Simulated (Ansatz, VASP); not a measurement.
## CdS in VASP and in Ansatz

File POSCAR:

```
CdS
1.0
    0.0000000000      2.9392146858      2.9392146858
    2.9392146858      0.0000000000      2.9392146858
    2.9392146858      2.9392146858      0.0000000000
Cd S
1 1
Direct
    0.0000000000      0.0000000000      0.0000000000
    0.2500000000      0.2500000000      0.2500000000
```

File INCAR.step1:

```
SYSTEM = CdS
PREC = Accurate
ENCUT = 520
EDIFF = 1E-5
ISMEAR = 0
SIGMA = 0.01
LREAL = .False.
LASPH = .True.
NELM = 60
ALGO = Normal
ISIF = 2
LWAVE = .True.
NBANDS = 16
GGA = PE
LUSENCCL = .False.
```

Contents of INCAR.step2:

```
SYSTEM = CdS
PREC = Accurate
ENCUT = 520
EDIFF = 1E-6
ISMEAR = 0
SIGMA = 0.01
LREAL = .False.
LASPH = .True.
NELM = 60
ALGO = Normal
ISIF = 2
LWAVE = .False.
LCHARG = .True.
GGA = PE
LHFCALC = .True.
AEXX = 0.25
PRECFOCK = Normal
LELF = .True.
LVHAR = .True.
NBANDS = 16
ISTART = 1
LUSENCCL = .False.
```

The input KPOINTS:

```
Automatic mesh
0
Gamma
  6 6 6
  0 0 0
```

Input for Ansatz:

```yaml
crystal:
  lattice:
    - [0.0, 2.9392146858, 2.9392146858]
    - [2.9392146858, 0.0, 2.9392146858]
    - [2.9392146858, 2.9392146858, 0.0]
  atoms:
    - { symbol: Cd, position: [0.0, 0.0, 0.0] }
    - { symbol: S, position: [0.25, 0.25, 0.25] }
kpoints:
  mp_grid: { grid: [6, 6, 6] }
  band_path:
    path:
      - [0.0, 0.0, 0.0]
      - [-0.5, -0.5, 0.0]
      - [-0.375, -0.375, 0.25]
      - [-0.375, 0.0, 0.375]
      - [0.0, 0.0, 0.5]
      - [-0.5, -0.25, 0.25]
    npoints: 1
hamiltonian:
  xc: pbe0
scf:
  occupations: { method: fixed }
  n_extra_bands: 4
output:
  forces: true
  stress: true
  eigenvalues: true
```

Alike in both runs: task single point; functional PBE0; k mesh 6 × 6 × 6; no spin polarisation.

```csv
,VASP,Ansatz
version,VASP 6.6.1,Ansatz 0.2.0
potentials or method,"VASP PAW PBE potentials, release 64 (Cd, S)","plane waves, PAW"
plane-wave cutoff (eV),520,420
occupations,"gaussian, width 0.01 eV",fixed
valence electrons in the cell,18,26
```

Ansatz gave:

```
gap on the k mesh at the Fermi level (eV) : 2.75
pressure (GPa)                            : 0.1
```

Task: What did VASP give for the same quantities?

Result: gap on the k mesh at the Fermi level (eV): 2.77; pressure (GPa): 0.3.

VASP's potentials hold 18 valence electrons a cell and Ansatz's 26, so a difference there can come from the potentials and not from the codes. Ansatz's warnings: stress exchange threshold loose, stress scf threshold loose.
